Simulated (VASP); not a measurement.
# MgS (Imm2) in VASP: further runs

MgS is run at these levels: PBEsol; tasks: single point.

Everything below comes from runs of VASP 6.6.1. Logs are shortened: lines on timing, memory, paths and dates and some standing lists are left out, and cuts for length are marked.

### Step 1. The cell of the first run

It takes space group Imm2 (No. 44, orthorhombic). Conventional cell: a = 3.679 Å, b = 5.203 Å, c = 3.679 Å, α = 90.00°, β = 90.00°, γ = 90.00°. Mg (site symmetry mm2) has 6 S at 2.43 to 2.78 Å within 3.2 Å. S (site symmetry mm2) has 6 Mg at 2.43 to 2.78 Å within 3.2 Å.

### Step 2. Single point, PBEsol

INCAR reads:

```
  PREC = Accurate
  ENCUT = 520
  EDIFF = 1E-6
  ISMEAR = 0
  SIGMA = 0.05
  LREAL = F
  LASPH = T
  NELM = 80
  ALGO = Normal
  ISIF = 2
  LWAVE = F
  LCHARG = F
  GGA = PS
  NBANDS = 11
```

KPOINTS reads:

```
regular mesh
0
Gamma
  8 8 8
```

POSCAR reads:

```
MgS
1.0
    0.0000000000      2.6016500000      2.6016500000
    2.6016500000      0.0000000000      2.6016500000
    2.6016500000      2.6016500000      0.0000000000
Mg S
1 1
Direct
    0.0679479159      0.0000000000      0.0000000000
    0.5000000000      0.5000000000      0.5000000000
```

Potentials or basis: VASP PAW PBE potentials, release 64 (Mg, S).

On the command line:

```
cat potpaw_PBE.64/Mg/POTCAR potpaw_PBE.64/S/POTCAR > POTCAR
mpirun -np 1 vasp_std > vasp.out
```

OUTCAR:

```text
PREC = Accurate
   ENCUT = 520
   EDIFF = 1E-6
   ISMEAR = 0
   LREAL = F
   LASPH = T
   NELM = 80
   ISIF = 2
   GGA = PS

 ion  position               nearest neighbor table
   1  0.068  0.000  0.000-   2 2.43   2 2.43   2 2.61   2 2.61   2 2.78   2 2.78
   2  0.500  0.500  0.500-   1 2.43   1 2.43   1 2.61   1 2.61   1 2.78   1 2.78

  LATTYP: Found a face centered cubic cell.
 ALAT       =     5.2033000000

  Lattice vectors:

 A1 = (   0.0000000000,   2.6016500000,   2.6016500000)
 A2 = (   2.6016500000,   0.0000000000,   2.6016500000)
 A3 = (   2.6016500000,   2.6016500000,   0.0000000000)

Analysis of symmetry for initial positions (statically):
=====================================================================
 Subroutine PRICEL returns:
 Original cell was already a primitive cell.

 Routine SETGRP: Setting up the symmetry group for a
 face centered cubic supercell.

 Subroutine GETGRP returns: Found  4 space group operations
 (whereof  4 operations were pure point group operations)
 out of a pool of 48 trial point group operations.

The static configuration has the point symmetry C_2v.

Analysis of symmetry for dynamics (positions and initial velocities):
=====================================================================
 Subroutine PRICEL returns:
 Original cell was already a primitive cell.

 Routine SETGRP: Setting up the symmetry group for a
 face centered cubic supercell.

 Subroutine GETGRP returns: Found  4 space group operations
 (whereof  4 operations were pure point group operations)
 out of a pool of 48 trial point group operations.

The dynamic configuration has the point symmetry C_2v.

 Subroutine INISYM returns: Found  4 space group operations
 (whereof  4 operations are pure point group operations),
 and found     1 'primitive' translations

----------------------------------------------------------------------------------------

                                     Primitive cell

  volume of cell :      35.2190

  direct lattice vectors                    reciprocal lattice vectors
     0.000000000  2.601650000  2.601650000    -0.192185728  0.192185728  0.192185728
     2.601650000  0.000000000  2.601650000     0.192185728 -0.192185728  0.192185728
     2.601650000  2.601650000  0.000000000     0.192185728  0.192185728 -0.192185728

  length of vectors
     3.679288715  3.679288715  3.679288715     0.332875446  0.332875446  0.332875446

  position of ions in fractional coordinates (direct lattice)
     0.067947916  0.000000000  0.000000000
     0.500000000  0.500000000  0.500000000

  ion indices of the primitive-cell ions
   primitive index   ion index
                 1           1
                 2           2

----------------------------------------------------------------------------------------

 KPOINTS: regular mesh

Automatic generation of k-mesh.
 Grid dimensions read from file:
 generate k-points for:    8    8    8

 Generating k-lattice:

  Cartesian coordinates                     Fractional coordinates (reciprocal lattice)
    -0.024023216  0.024023216  0.024023216     0.125000000  0.000000000  0.000000000
     0.024023216 -0.024023216  0.024023216     0.000000000  0.125000000  0.000000000
     0.024023216  0.024023216 -0.024023216     0.000000000  0.000000000  0.125000000

  Length of vectors
     0.041609431  0.041609431  0.041609431

  Shift w.r.t. Gamma in fractional coordinates (k-lattice)
     0.000000000  0.000000000  0.000000000

 Subroutine IBZKPT returns following result:
 ===========================================

 Found     95 irreducible k-points:

 Following reciprocal coordinates:
            Coordinates               Weight
  0.000000  0.000000  0.000000      1.000000
  0.125000  0.000000  0.000000      4.000000
  0.000000  0.125000  0.000000      4.000000
  0.250000  0.000000  0.000000      4.000000
  0.000000  0.250000  0.000000      4.000000
  0.375000  0.000000  0.000000      4.000000
[... 16 lines left out ...]
  0.375000 -0.125000 -0.125000      4.000000
 -0.375000  0.125000  0.000000      8.000000
 [... further k-points ...]
   k-points           NKPTS =     95   k-points in BZ     NKDIM =     95   number of bands    NBANDS=     11
   number of dos      NEDOS =    301   number of ions     NIONS =      2
   total plane-waves  NPLWV =  21952
   dimension x,y,z NGX =    28 NGY =   28 NGZ =   28
   dimension x,y,z NGXF=    56 NGYF=   56 NGZF=   56
   ions per type =               1   1
   NGX,Y,Z   is equivalent  to a cutoff of  12.65, 12.65, 12.65 a.u.
   NGXF,Y,Z  is equivalent  to a cutoff of  25.30, 25.30, 25.30 a.u.
 SYSTEM =  unknown system
   PREC   = accura    normal or accurate (medium, high low for compatibility)
   ISTART =      0    job   : 0-new  1-cont  2-samecut
   ICHARG =      2    charge: 1-file 2-atom 10-const
   ISPIN  =      1    spin polarized calculation?
   LNONCOLLINEAR =      F non collinear calculations
   LSORBIT =      F    spin-orbit coupling
[... 62 lines left out ...]
      3       3.6636      2.00000
      4       3.6650      2.00000
      5       7.2440      0.00000
      6      11.5006      0.00000
      7      11.5008      0.00000
      8      11.5892      0.00000
      9      14.0654      0.00000
     10      14.1458      0.00000
     11      15.8482      0.00000

 k-point     2 :       0.1250    0.0000    0.0000
  band No.  band energies     occupation
      1      -8.8768      2.00000
      2       2.5988      2.00000
      3       3.4618      2.00000
      4       3.5668      2.00000
      5       8.0614      0.00000
      6      11.1754      0.00000
      7      11.7514      0.00000
      8      11.7754      0.00000
      9      13.4399      0.00000
     10      13.4502      0.00000
     11      16.2664      0.00000

 k-point     3 :       0.0000    0.1250    0.0000
  band No.  band energies     occupation
      1      -8.8762      2.00000
      2       2.5421      2.00000
      3       3.5309      2.00000
      4       3.5715      2.00000
      5       8.0353      0.00000
      6      11.1178      0.00000
      7      11.7735      0.00000
      8      11.8711      0.00000
      9      13.3646      0.00000
     10      13.5276      0.00000
     11      16.1339      0.00000

 k-point     4 :       0.2500    0.0000    0.0000
  band No.  band energies     occupation
      1      -8.4668      2.00000
      2       0.8309      2.00000
      3       3.2437      2.00000
      4       3.3482      2.00000
      5       8.5143      0.00000
      6      11.3732      0.00000
      7      11.4448      0.00000
      8      11.8330      0.00000
      9      13.9195      0.00000
     10      13.9684      0.00000
     11      15.4892      0.00000

 k-point     5 :       0.0000    0.2500    0.0000
  band No.  band energies     occupation
      1      -8.4646      2.00000
      2       0.7876      2.00000
      3       3.3095      2.00000
      4       3.3540      2.00000
      5       8.4609      0.00000
      6      11.3934      0.00000
      7      11.4692      0.00000
      8      11.9034      0.00000
      9      13.8400      0.00000
     10      14.0498      0.00000
     11      15.3433      0.00000
[... 211 lines left out ...]
 k-point    21 :       0.0000    0.5000    0.1250
  band No.  band energies     occupation
      1      -7.6664      2.00000
      2      -0.9955      2.00000
      3       2.3862      2.00000
      4       2.8917      2.00000
      5       8.6893      0.00000
      6       9.8227      0.00000
      7      11.2555      0.00000
      8      13.6313      0.00000
      9      15.3797      0.00000
     10      17.3830      0.00000
     11      18.1536      0.00000

 k-point    22 :       0.1250    0.0000    0.5000
  band No.  band energies     occupation
      1      -7.6662      2.00000
      2      -0.9981      2.00000
      3       2.4235      2.00000
      4       2.8545      2.00000
      5       8.6779      0.00000
      6       9.9169      0.00000
      7      11.1678      0.00000
      8      13.5490      0.00000
      9      15.5773      0.00000
     10      17.3873      0.00000
     11      17.9609      0.00000

 k-point    23 :       0.3750   -0.1250   -0.1250
  band No.  band energies     occupation
      1      -7.6719      2.00000
      2      -0.9585      2.00000
      3       2.4277      2.00000
      4       2.7808      2.00000
      5       8.7323      0.00000
      6       9.8970      0.00000
      7      11.1217      0.00000
      8      13.4699      0.00000
      9      15.6920      0.00000
     10      17.3924      0.00000
     11      17.9693      0.00000

 k-point    24 :      -0.3750    0.1250    0.0000
  band No.  band energies     occupation
      1      -7.7544      2.00000
      2      -0.7718      2.00000
      3       2.2372      2.00000
      4       3.0379      2.00000
      5       8.8834      0.00000
      6      10.0698      0.00000
      7      10.9873      0.00000
      8      13.3225      0.00000
      9      15.5687      0.00000
     10      16.0517      0.00000
     11      18.3399      0.00000

 [... further k-points ...]

------------------------ aborting loop because EDIFF is reached ----------------------------------------

  FORCE on cell =-STRESS in cart. coord.  units (eV):
  Direction    XX          YY          ZZ          XY          YZ          ZX
  --------------------------------------------------------------------------------------
  -------------------------------------------------------------------------------------
  Total       -0.3492297      0.4835962      0.4835962      0.0000000     -0.1254571      0.0000000
  in kB      -15.8871182     21.9997051     21.9997051      0.0000000     -5.7072801      0.0000000
  external PRESSURE =       9.3707640 kB  Pullay stress =       0.0000000 kB

 VOLUME and BASIS-vectors are now :
 -----------------------------------------------------------------------------
  energy-cutoff  :      520.00
  volume of cell :       35.22
      direct lattice vectors                 reciprocal lattice vectors
     0.000000000  2.601650000  2.601650000    -0.192185728  0.192185728  0.192185728
     2.601650000  0.000000000  2.601650000     0.192185728 -0.192185728  0.192185728
     2.601650000  2.601650000  0.000000000     0.192185728  0.192185728 -0.192185728

 POSITION                                       TOTAL-FORCE (eV/Angst)
 -----------------------------------------------------------------------------------
      0.00000      0.17678      0.17678        -0.000000     -0.540771     -0.540771
      2.60165      2.60165      2.60165         0.000000      0.540771      0.540771
 -----------------------------------------------------------------------------------
    total drift:                               -0.000000     -0.000198     -0.000198

  FREE ENERGIE OF THE ION-ELECTRON SYSTEM (eV)
  ---------------------------------------------------
  free  energy   TOTEN  =        -8.9818563930 eV

  energy  without entropy=       -8.9818563930  energy(sigma->0) =       -8.98185639
```

Run time: 27 s. Hardware: 1 thread of Intel Xeon 6975P-C, shared host; peak memory 0.18 GiB.

Results:

```yaml
Free_energy: -8.9819 eV
Pressure: 0.9 GPa
Largest_force: 0.765 eV/Å
Band_gap_on_the_k_mesh: 2.72 eV, indirect (least direct gap 3.58 eV)
```

Forces on the atoms (eV/Å):
```
Mg   0.000 -0.541 -0.541
S    0.000  0.541  0.541
```

Levels at points of the mesh, in eV from the valence-band top:
| k point | band 1 | band 2 | band 3 | band 4 | band 5 | band 6 | band 7 | band 8 |
| --- | --- | --- | --- | --- | --- | --- | --- | --- |
| (0.00, 0.00, 0.00) | -12.69 | -0.10 | 0.00 | 0.00 | 3.58 | 7.84 | 7.84 | 7.92 |
| (0.50, 0.00, 0.00) | -11.38 | -4.86 | -0.69 | -0.58 | 4.42 | 6.84 | 6.88 | 9.94 |
| (0.00, 0.50, 0.00) | -11.38 | -4.90 | -0.62 | -0.58 | 4.37 | 6.89 | 6.92 | 9.93 |
| (0.50, 0.50, 0.00) | -11.00 | -4.26 | -1.72 | -1.70 | 2.72 | 4.24 | 11.82 | 12.86 |
| (0.00, 0.50, 0.50) | -11.00 | -4.25 | -1.77 | -1.68 | 2.72 | 4.22 | 11.88 | 12.78 |

Caveat: the cell differs from its parent crystal (all Mg atoms moved -0.250 Å, as atom 1 towards its neighbour atom 1 (Mg) at 3.679 Å); the PAW data sets were made with another functional, which shifts forces and pressure a little. A k mesh can miss the band edges.

### Step 3. Single point, PBEsol

INCAR reads:

```
ALGO = Normal
EDIFF = 1E-7
ENCUT = 520
GGA = PS
ISIF = 2
ISMEAR = 0
LASPH = True
LCHARG = True
LELF = True
LREAL = False
LVHAR = True
LWAVE = False
NBANDS = 11
NELM = 100
PREC = Accurate
SIGMA = 0.05
```

KPOINTS reads:

```
k-points
0
Gamma
  8 8 8
```

Changes to POSCAR since step 2:

```diff
@@ -8,3 +8,3 @@
 Direct
-    0.0679479159      0.0000000000      0.0000000000
+   -0.1189088528      0.0000000000      0.0000000000
     0.5000000000      0.5000000000      0.5000000000
```

Potentials or basis: VASP PAW PBE potentials, release 64 (Mg, S).

On the command line:

```
cat potpaw_PBE.64/Mg/POTCAR potpaw_PBE.64/S/POTCAR > POTCAR
mpirun -np 1 vasp_std > vasp.out
```

Wall time 34 s (1 thread of Intel Xeon 6975P-C, shared host); peak memory 0.18 GiB.

Results (log left out):

| Property | Result |
| --- | --- |
| Free energy | -8.7689 eV |
| Pressure | 5.2 GPa |
| Largest force | 1.546 eV/Å |
| Band gap on the k mesh | 2.75 eV, indirect (least direct gap 3.55 eV) |

Forces on the atoms (eV/Å):
```
Mg   0.000  1.093  1.093
S    0.000 -1.093 -1.093
```

Stress tensor (GPa, compression positive):
```
-2.40  0.00  0.00
 0.00  8.99 -2.45
 0.00 -2.45  8.99
```

Levels at points of the mesh, in eV from the valence-band top:
```
           k point  band 2  band 3  band 4  band 5  band 6  band 7
(0.00, 0.00, 0.00)   -0.30   -0.01    0.00    3.55    7.79    7.83
(0.50, 0.00, 0.00)   -4.80   -0.86   -0.55    4.47    6.87    6.98
(0.00, 0.50, 0.00)   -4.92   -0.67   -0.53    4.31    7.02    7.08
(0.50, 0.50, 0.00)   -4.27   -1.75   -1.68    2.76    4.22   11.73
(0.00, 0.50, 0.50)   -4.23   -1.89   -1.62    2.75    4.20   11.89
```

Caveat: the cell differs from its parent crystal (all Mg atoms moved +0.438 Å, as atom 1 towards its neighbour atom 1 (Mg) at 3.679 Å); the PAW data sets were made with another functional, which shifts forces and pressure a little.

### Step 4. Single point, PBEsol

INCAR reads:

```
SYSTEM = MgS
PREC = Accurate
ENCUT = 520
EDIFF = 1E-6
ISMEAR = 0
SIGMA = 0.05
LREAL = .False.
LASPH = .True.
NELM = 100
ALGO = Normal
ISIF = 2
LWAVE = .False.
LCHARG = .True.
GGA = PS
LELF = .True.
LVHAR = .True.
NBANDS = 11
```

KPOINTS reads:

```
Automatic mesh
0
Gamma
  8 8 8
  0 0 0
```

Changes to POSCAR since step 3:

```diff
@@ -8,3 +8,3 @@
 Direct
-   -0.1189088528      0.0000000000      0.0000000000
+   -0.0849348948      0.0000000000      0.0000000000
     0.5000000000      0.5000000000      0.5000000000
```

On the command line:

```
cat potpaw_PBE.64/Mg/POTCAR potpaw_PBE.64/S/POTCAR > POTCAR
mpirun -np 1 vasp_std > vasp.out
```

Wall time 36 s (1 thread of Intel Xeon 6975P-C, shared host); peak memory 0.18 GiB.

Results (log left out):

```
Free energy            : -8.9269 eV
Pressure               : 2.1 GPa
Largest force          : 0.999 eV/Å
Band gap on the k mesh : 2.73 eV, indirect (least direct gap 3.57 eV)
```

Forces on the atoms (eV/Å):
```
Mg   0.000  0.707  0.707
S    0.000 -0.707 -0.707
```

Stress tensor (GPa, compression positive):
```
-1.83  0.00  0.00
 0.00  4.07 -0.99
 0.00 -0.99  4.07
```

Levels at points of the mesh, in eV from the valence-band top:
```csv
k point,band 1,band 2,band 3,band 4,band 5,band 6,band 7,band 8
"(0.00, 0.00, 0.00)",-12.70,-0.16,0.00,0.00,3.57,7.82,7.83,7.96
"(0.50, 0.00, 0.00)",-11.40,-4.85,-0.73,-0.57,4.44,6.85,6.91,9.87
"(0.00, 0.50, 0.00)",-11.39,-4.91,-0.64,-0.56,4.36,6.93,6.96,9.86
"(0.50, 0.50, 0.00)",-11.01,-4.26,-1.73,-1.69,2.74,4.23,11.80,12.88
"(0.00, 0.50, 0.50)",-11.02,-4.24,-1.80,-1.66,2.73,4.21,11.89,12.76
```

Caveat: the cell differs from its parent crystal (all Mg atoms moved +0.312 Å, as atom 1 towards its neighbour atom 1 (Mg) at 3.679 Å); the PAW data sets were made with another functional, which shifts forces and pressure a little.

### Step 5. Single point, PBEsol

INCAR reads:

```
  PREC = Accurate
  ENCUT = 520
  EDIFF = 1E-7
  ISMEAR = 0
  SIGMA = 0.05
  LREAL = F
  LASPH = T
  NELM = 100
  ALGO = Normal
  ISIF = 2
  LWAVE = F
  LCHARG = F
  GGA = PS
  NBANDS = 11
```

KPOINTS reads:

```
Automatic mesh
0
Gamma
  8 8 8
```

Changes to POSCAR since step 4:

```diff
@@ -8,3 +8,3 @@
 Direct
-   -0.0849348948      0.0000000000      0.0000000000
+   -0.0509609369      0.0000000000      0.0000000000
     0.5000000000      0.5000000000      0.5000000000
```

On the command line:

```
cat potpaw_PBE.64/Mg/POTCAR potpaw_PBE.64/S/POTCAR > POTCAR
mpirun -np 1 vasp_std > vasp.out
```

It took 32 s on 1 thread of Intel Xeon 6975P-C, shared host; peak memory 0.18 GiB.

The run converged. Its results:

```yaml
Free_energy: -9.0229 eV
Pressure: 0.0 GPa
Largest_force: 0.552 eV/Å
Band_gap_on_the_k_mesh: 2.71 eV, indirect (least direct gap 3.59 eV)
```

Forces in eV/Å, atoms in the order of the input:
```
Mg   0.000  0.391  0.391
S    0.000 -0.391 -0.391
```

Stress tensor (GPa, compression positive):
```
-1.40  0.00  0.00
 0.00  0.74 -0.29
 0.00 -0.29  0.74
```

Levels at points of the mesh, in eV from the valence-band top:
```csv
k point,band 1,band 2,band 3,band 4,band 5,band 6,band 7,band 8
"(0.00, 0.00, 0.00)",-12.69,-0.06,0.00,0.00,3.59,7.84,7.84,7.89
"(0.50, 0.00, 0.00)",-11.37,-4.88,-0.65,-0.59,4.41,6.83,6.86,9.99
"(0.00, 0.50, 0.00)",-11.37,-4.90,-0.61,-0.59,4.38,6.86,6.88,9.99
"(0.50, 0.50, 0.00)",-10.99,-4.26,-1.72,-1.70,2.72,4.24,11.84,12.84
"(0.00, 0.50, 0.50)",-10.99,-4.25,-1.74,-1.69,2.71,4.23,11.88,12.79
```

Caveat: the cell differs from its parent crystal (all Mg atoms moved +0.188 Å, as atom 1 towards its neighbour atom 1 (Mg) at 3.679 Å); the PAW data sets were made with another functional, which shifts forces and pressure a little. A k mesh can miss the band edges.
